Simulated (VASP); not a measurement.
Crystal: Ga.

```xyz
1
Lattice="-1.4823 1.4823 1.4823 1.4823 -1.4823 1.4823 1.4823 1.4823 -1.4823" Properties=species:S:1:pos:R:3 pbc="T T T"
Ga    0.0000    0.0000    0.0000
```

- Program: VASP 6.6.1
- Task: relaxation of cell and atoms
- Functional: PBE
- Potentials or basis: VASP PAW PBE potentials, release 64 (Ga_d)
- Cutoff: 600 eV
- k mesh: 17 × 17 × 17
- Occupations: fermi-dirac, width 0.03 eV
- Spin: no spin polarisation

At the start: pressure 48.2 GPa; volume 13.03 Å³/atom.

Q: How do energy, volume and symmetry change on relaxing?

A: Over 6 steps the energy falls by 643.0 meV/atom and the volume is 19.21 Å³/atom (+47.5 %); space group Im-3m (No. 229, to 0.05 Å).

The path:
```tsv
step	energy change (eV)	largest force (eV/Å)	pressure (GPa)	volume (Å³)
1	0.0000	0.0000	48.24	13.03
2	-0.5985	0.0000	-4.76	21.91
3	-0.6422	0.0000	1.06	18.89
4	-0.6429	0.0000	-0.25	19.35
5	-0.6430	0.0000	0.16	19.21
6	-0.6430	0.0000	0.03	19.21
```

Final structure:
```xyz
1
Lattice="-1.6872 1.6872 1.6872 1.6872 -1.6872 1.6872 1.6872 1.6872 -1.6872" Properties=species:S:1:pos:R:3 pbc="T T T"
Ga    1.6872    1.6872   -1.6872
```

Caveat: the volume moved by over 15 % at a fixed basis, so the end points are rough.
